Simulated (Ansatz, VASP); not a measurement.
## Sn in VASP and in Ansatz

The input POSCAR:

```
Sn
1.0
    0.0000000000      3.2827229177      3.2827229177
    3.2827229177      0.0000000000      3.2827229177
    3.2827229177      3.2827229177      0.0000000000
Sn
2
Direct
    0.0000000000      0.0000000000      0.0000000000
    0.2500000000      0.2500000000      0.2500000000
```

The input INCAR.step1:

```
SYSTEM = Sn
ALGO = Normal
EDIFF = 1E-4
ENCUT = 520
GGA = PE
ISMEAR = 0
LASPH = .True.
LCHARG = .False.
LREAL = .False.
LWAVE = .True.
NBANDS = 21
NELM = 60
PREC = Accurate
SIGMA = 0.05
```

File INCAR.step2:

```
SYSTEM = Sn
ALGO = Normal
EDIFF = 1E-8
ENCUT = 520
ISIF = 2
ISMEAR = 0
ISTART = 1
LASPH = .True.
LCHARG = .False.
LEFG = .True.
LMIXTAU = .True.
LREAL = .False.
LWAVE = .False.
METAGGA = R2SCAN
NBANDS = 21
NELM = 60
PREC = Accurate
SIGMA = 0.05
```

The input KPOINTS:

```
k-points
0
Gamma
  12 12 12
  0 0 0
```

Input for Ansatz:

```yaml
crystal:
  lattice:
    - [0.0, 3.2827229177, 3.2827229177]
    - [3.2827229177, 0.0, 3.2827229177]
    - [3.2827229177, 3.2827229177, 0.0]
  atoms:
    - { symbol: Sn, position: [0.0, 0.0, 0.0] }
    - { symbol: Sn, position: [0.25, 0.25, 0.25] }
basis:
  ecutwfc: 500
  ecutrho_ratio: 4
kpoints:
  mp_grid: { grid: [12, 12, 12] }
hamiltonian:
  xc: r2scan
scf:
  occupations: { method: gaussian, width: 0.05 }
output:
  forces: true
  stress: true
  eigenvalues: true
  efg: { contact_densities: true, quadrupole_moments_barn: { Sn: -0.132 } }
```

Alike in both runs: task electric field gradients; functional r2SCAN; k mesh 12 × 12 × 12; occupations gaussian, width 0.05 eV; no spin polarisation.

|  | VASP | Ansatz |
| --- | --- | --- |
| version | VASP 6.6.1 | Ansatz 0.2.0 |
| potentials or method | VASP PAW PBE potentials, release 64 (Sn_d), cutoff 520 eV | scalar-relativistic, plane waves, PAW |
| valence electrons in the cell | 28 | 28 |

|  | VASP | Ansatz | Ansatz less VASP |
| --- | --- | --- | --- |
| gap on the k mesh at the Fermi level (eV) | none | none | - |
| pressure (GPa) | 0.0 | 0.0 | +0.03 |

VASP's potentials were made for PBE, not for r2SCAN. A gap of «none» marks a metal or a gap that the smearing closes. The functional is the same, so the differences come from potentials, cutoffs and numerics.
